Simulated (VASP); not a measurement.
# As (R-3m) in VASP: notebook

The runs below take As through single point, relaxation of cell and atoms, with PBE.

Everything below comes from runs of VASP 6.6.1. Logs are shortened: lines on timing, memory, paths and dates and some standing lists are left out, and cuts for length are marked.

## 1. The cell of the first run

Symmetry: R-3m, No. 166, trigonal system. The conventional cell has a = 3.610 Å, b = 3.610 Å, c = 34.279 Å, α = 90.00°, β = 90.00°, γ = 120.00°. As (site symmetry 3m) has 3 As at 2.51 Å within 3.3 Å. Within 3.3 Å of As (site symmetry 3m) lie 3 As at 2.51 Å.

## 2. Single point, PBE

File INCAR:

```
PREC = Accurate ; ENCUT = 510
EDIFF = 1E-6 ; ISMEAR = 0
SIGMA = 0.1 ; LREAL = False
LASPH = True ; NELM = 120
ALGO = Normal ; ISIF = 2
LWAVE = False ; LCHARG = True
GGA = PE ; LELF = True
LVHAR = True ; NBANDS = 38
GGA_COMPAT = False
```

File KPOINTS:

```
Automatic mesh
0
Gamma
  9 9 9
```

File POSCAR:

```
As
1.0
    1.8050605484      1.0421521935     11.4263329869
   -1.8050605484      1.0421521935     11.4263329869
    0.0000000000     -2.0843043871     11.4263329869
As
4
Direct
    0.0682070465      0.0682070465      0.0682070465
    0.9317929535      0.9317929535      0.9317929535
    0.2245718719      0.2245718719      0.2245718719
    0.7754281281      0.7754281281      0.7754281281
```

Potentials or basis: VASP PAW PBE potentials, release 64 (As_d).

Command:

```sh
> cat potpaw_PBE.64/As_d/POTCAR > POTCAR
> mpirun -np 1 vasp_std > vasp.out
```

OUTCAR:

```text
PREC = Accurate
   ENCUT = 510
   EDIFF = 1E-6
   ISMEAR = 0
   LREAL = False
   LASPH = True
   NELM = 120
   ISIF = 2
   GGA = PE

 ion  position               nearest neighbor table
   1  0.068  0.068  0.068-   4 2.51   4 2.51   4 2.51
   2  0.932  0.932  0.932-   3 2.51   3 2.51   3 2.51
   3  0.225  0.225  0.225-   2 2.51   2 2.51   2 2.51
   4  0.775  0.775  0.775-   1 2.51   1 2.51   1 2.51

  LATTYP: Found a trigonal (rhomboedric) cell.
 ALAT       =    11.6148788330
 COS(alpha) =     0.9516958797

  Lattice vectors:

 A1 = (   1.8050605484,   1.0421521935,  11.4263329869)
 A2 = (  -1.8050605484,   1.0421521935,  11.4263329869)
 A3 = (   0.0000000000,  -2.0843043871,  11.4263329869)

Analysis of symmetry for initial positions (statically):
=====================================================================
 Subroutine PRICEL returns:
 Original cell was already a primitive cell.

 Routine SETGRP: Setting up the symmetry group for a
 trigonal (rhombohedral) supercell.

 Subroutine GETGRP returns: Found 12 space group operations
 (whereof 12 operations were pure point group operations)
 out of a pool of 12 trial point group operations.

The static configuration has the point symmetry D_3d.

Analysis of symmetry for dynamics (positions and initial velocities):
=====================================================================
 Subroutine PRICEL returns:
 Original cell was already a primitive cell.

 Routine SETGRP: Setting up the symmetry group for a
 trigonal (rhombohedral) supercell.

 Subroutine GETGRP returns: Found 12 space group operations
 (whereof 12 operations were pure point group operations)
 out of a pool of 12 trial point group operations.

The dynamic configuration has the point symmetry D_3d.

 Subroutine INISYM returns: Found 12 space group operations
 (whereof 12 operations are pure point group operations),
 and found     1 'primitive' translations

----------------------------------------------------------------------------------------

                                     Primitive cell

  volume of cell :     128.9677

  direct lattice vectors                    reciprocal lattice vectors
     1.805060548  1.042152193 11.426332987     0.276999018  0.159925458  0.029172380
    -1.805060548  1.042152193 11.426332987    -0.276999018  0.159925458  0.029172380
     0.000000000 -2.084304387 11.426332987     0.000000000 -0.319850916  0.029172380

  length of vectors
    11.614878833 11.614878833 11.614878833     0.321178511  0.321178511  0.321178511

  position of ions in fractional coordinates (direct lattice)
     0.068207046  0.068207046  0.068207046
     0.931792954  0.931792954  0.931792954
     0.224571872  0.224571872  0.224571872
     0.775428128  0.775428128  0.775428128

  ion indices of the primitive-cell ions
   primitive index   ion index
                 1           1
                 2           2
                 3           3
                 4           4

----------------------------------------------------------------------------------------

 KPOINTS: Automatic mesh

Automatic generation of k-mesh.
 Grid dimensions read from file:
 generate k-points for:    9    9    9

 Generating k-lattice:

  Cartesian coordinates                     Fractional coordinates (reciprocal lattice)
     0.030777669  0.017769495  0.003241376     0.111111111  0.000000000 -0.000000000
    -0.030777669  0.017769495  0.003241376     0.000000000  0.111111111 -0.000000000
     0.000000000 -0.035538991  0.003241376    -0.000000000 -0.000000000  0.111111111

  Length of vectors
     0.035686501  0.035686501  0.035686501

  Shift w.r.t. Gamma in fractional coordinates (k-lattice)
     0.000000000  0.000000000  0.000000000

 Subroutine IBZKPT returns following result:
 ===========================================

 Found     85 irreducible k-points:

 Following reciprocal coordinates:
            Coordinates               Weight
  0.000000  0.000000  0.000000      1.000000
  0.111111  0.000000  0.000000      6.000000
  0.222222  0.000000  0.000000      6.000000
  0.333333 -0.000000  0.000000      6.000000
  0.444444  0.000000  0.000000      6.000000
  0.111111  0.111111  0.000000      6.000000
[... 16 lines left out ...]
 -0.333333  0.333333  0.000000      6.000000
  0.444444  0.444444  0.000000      6.000000
 [... further k-points ...]
   k-points           NKPTS =     85   k-points in BZ     NKDIM =     85   number of bands    NBANDS=     38
   number of dos      NEDOS =    301   number of ions     NIONS =      4
   total plane-waves  NPLWV = 729000
   dimension x,y,z NGX =    90 NGY =   90 NGZ =   90
   dimension x,y,z NGXF=   180 NGYF=  180 NGZF=  180
   ions per type =               4
   NGX,Y,Z   is equivalent  to a cutoff of  12.88, 12.88, 12.88 a.u.
   NGXF,Y,Z  is equivalent  to a cutoff of  25.76, 25.76, 25.76 a.u.
 SYSTEM =  unknown system
   PREC   = accura    normal or accurate (medium, high low for compatibility)
   ISTART =      0    job   : 0-new  1-cont  2-samecut
   ICHARG =      2    charge: 1-file 2-atom 10-const
   ISPIN  =      1    spin polarized calculation?
   LNONCOLLINEAR =      F non collinear calculations
   LSORBIT =      F    spin-orbit coupling
   LASPH  =      T    aspherical Exc in radial PAW
   ENCUT  =  510.0 eV  37.48 Ry    6.12 a.u.  21.39 21.39 21.39*2*pi/ulx,y,z
   NELM   =    120;   NELMIN=  2; NELMDL= -5     # of ELM steps
   EDIFF  = 0.1E-05   stopping-criterion for ELM
   LREAL  =      F    real-space projection
[... 7 lines left out ...]
   TEBEG  =    0.0;   TEEND  =   0.0 temperature during run
   PSTRESS=    0.0 pullay stress
   NELECT =      60.0000    total number of electrons
   NUPDOWN=      -1.0000    fix difference up-down
   EMIN   =  10.00;   EMAX   =-10.00  energy-range for DOS
   EFERMI =   0.00;   METHOD = LEGACY
   ISMEAR =     0;   SIGMA  =   0.10  broadening in eV -4-tet -1-fermi 0-gaus
   EFERMI_NEDOS =   21; number of points for ismear=-14 and -15
   IALGO  =     38    algorithm
   IMIX   =      4    mixing-type and parameters
     AMIX     =   0.40;   BMIX     =  1.00
     AMIX_MAG =   1.60;   BMIX_MAG =  1.00
  volume/ion in A,a.u.               =      32.24       217.58
  Fermi-wavevector in a.u.,A,eV,Ry     =   1.268523  2.397160 21.893812  1.609150
  Thomas-Fermi vector in A             =   2.401613
   LORBIT       =      0    0 simple, 1 ext, 2 COOP (PROOUT), +10 PAW based schemes
   GGA     = PE    functional components
   LHFCALC =     F    Hartree Fock is set to
   AEXX    =    0.0000 exact exchange contribution
   IVDW    =     0    specifies the selected vdW correction
   LEPSILON=     F    determine dielectric tensor
   LRPA    =     F    only Hartree local field effects (RPA)
 non-spin polarized calculation
 Gauss-broadening in eV      SIGMA  =   0.10
  energy-cutoff  :      510.00
  volume of cell :      128.97
 maximum number of plane-waves:      3423
 NGX is ok and might be reduce to    90
   NGX = 43   NGY = 43   NGZ = 43

 number of electron      59.9999996 magnetization

 Free energy of the ion-electron system (eV)
  ---------------------------------------------------
  ext. energy  EPLUGINS =         0.00000000
  ---------------------------------------------------
  free energy    TOTEN  =       -18.72211735 eV

  energy without entropy =      -18.72211735  energy(sigma->0) =      -18.72211735

 E-fermi :   0.8223     XC(G=0):  -8.2318

 val. band max:        0.2981893351   @ k =   0.1111   0.0000   0.0000
 cond. band min:       1.3629412098   @ k =   0.3333   0.3333   0.0000
 fundamental gap:      1.0647518747
 Fermi energy:         0.8223018533

 k-point     1 :       0.0000    0.0000    0.0000
  band No.  band energies     occupation
      1     -35.0628      2.00000
      2     -35.0628      2.00000
      3     -35.0628      2.00000
      4     -35.0628      2.00000
      5     -35.0248      2.00000
      6     -35.0248      2.00000
[... 30 lines left out ...]
     37       5.9876      0.00000
     38       7.7042      0.00000

 k-point     2 :       0.1111    0.0000    0.0000
  band No.  band energies     occupation
      1     -35.0626      2.00000
      2     -35.0626      2.00000
      3     -35.0595      2.00000
      4     -35.0595      2.00000
      5     -35.0239      2.00000
      6     -35.0239      2.00000
[... 30 lines left out ...]
     37       6.2063      0.00000
     38       7.7029      0.00000

 k-point     3 :       0.2222    0.0000    0.0000
  band No.  band energies     occupation
      1     -35.0618      2.00000
      2     -35.0618      2.00000
      3     -35.0505      2.00000
      4     -35.0505      2.00000
      5     -35.0207      2.00000
      6     -35.0207      2.00000
[... 30 lines left out ...]
     37       6.3832      0.00000
     38       7.3925      0.00000

 k-point     4 :       0.3333   -0.0000    0.0000
  band No.  band energies     occupation
      1     -35.0607      2.00000
      2     -35.0607      2.00000
      3     -35.0404      2.00000
      4     -35.0404      2.00000
      5     -35.0129      2.00000
      6     -35.0129      2.00000
[... 30 lines left out ...]
     37       6.7579      0.00000
     38       6.9932      0.00000
[... 703 lines left out ...]
      4     -35.0214      2.00000
      5     -35.0052      2.00000
      6     -35.0052      2.00000
[... 30 lines left out ...]
     37       7.3767      0.00000
     38       7.6522      0.00000

 k-point    23 :      -0.3333    0.3333    0.0000
  band No.  band energies     occupation
      1     -35.0617      2.00000
      2     -35.0617      2.00000
      3     -35.0108      2.00000
      4     -35.0108      2.00000
      5     -35.0072      2.00000
      6     -35.0072      2.00000
[... 30 lines left out ...]
     37       7.7069      0.00000
     38       8.5455      0.00000

 k-point    24 :       0.4444    0.4444    0.0000
  band No.  band energies     occupation
      1     -35.0599      2.00000
      2     -35.0599      2.00000
      3     -35.0352      2.00000
      4     -35.0352      2.00000
      5     -34.9978      2.00000
      6     -34.9978      2.00000
[... 30 lines left out ...]
     37       6.3082      0.00000
     38       6.8084      0.00000

 [... further k-points ...]
[... 5 lines left out ...]
  --------------------------------------------------------------------------------------
  -------------------------------------------------------------------------------------
  Total        0.0036068      0.0036068      0.0489805      0.0000000     -0.0000000     -0.0000000
  in kB        0.0448071      0.0448071      0.6084885      0.0000000     -0.0000000     -0.0000000
  external PRESSURE =       0.2327009 kB  Pullay stress =       0.0000000 kB

 VOLUME and BASIS-vectors are now :
 -----------------------------------------------------------------------------
  energy-cutoff  :      510.00
  volume of cell :      128.97
      direct lattice vectors                 reciprocal lattice vectors
     1.805060548  1.042152193 11.426332987     0.276999018  0.159925458  0.029172380
    -1.805060548  1.042152193 11.426332987    -0.276999018  0.159925458  0.029172380
     0.000000000 -2.084304387 11.426332987     0.000000000 -0.319850916  0.029172380

 POSITION                                       TOTAL-FORCE (eV/Angst)
 -----------------------------------------------------------------------------------
      0.00000     -0.00000      2.33807         0.000000      0.000000     -0.018342
      0.00000     -0.00000     31.94093         0.000000     -0.000000      0.018342
      0.00000     -0.00000      7.69810         0.000000      0.000000     -0.018228
      0.00000     -0.00000     26.58090         0.000000     -0.000000      0.018228
 -----------------------------------------------------------------------------------
    total drift:                               -0.000000     -0.000000      0.000000

  FREE ENERGIE OF THE ION-ELECTRON SYSTEM (eV)
  ---------------------------------------------------
  free  energy   TOTEN  =       -18.7221173460 eV

  energy  without entropy=      -18.7221173460  energy(sigma->0) =      -18.72211735
```

Run time: 73 min. Hardware: 1 thread of Intel Xeon Platinum 8259CL at 2.50GHz (Skylake/Cascade Lake), shared host; peak memory 1.3 GiB.

What came out:

- Free energy: -18.7221 eV
- Pressure: 0.0 GPa
- Largest force: 0.018 eV/Å
- Band gap on the k mesh: 1.06 eV (least direct gap 1.46 eV)

Forces on the atoms (eV/Å):
```
As   0.000  0.000 -0.018
As   0.000  0.000  0.018
As   0.000  0.000 -0.018
As   0.000  0.000  0.018
```

A k mesh can miss the band edges.

(Continued in part 2 of 2.)

The gap in the log of VASP goes by the Fermi energy; the results here count the filled bands.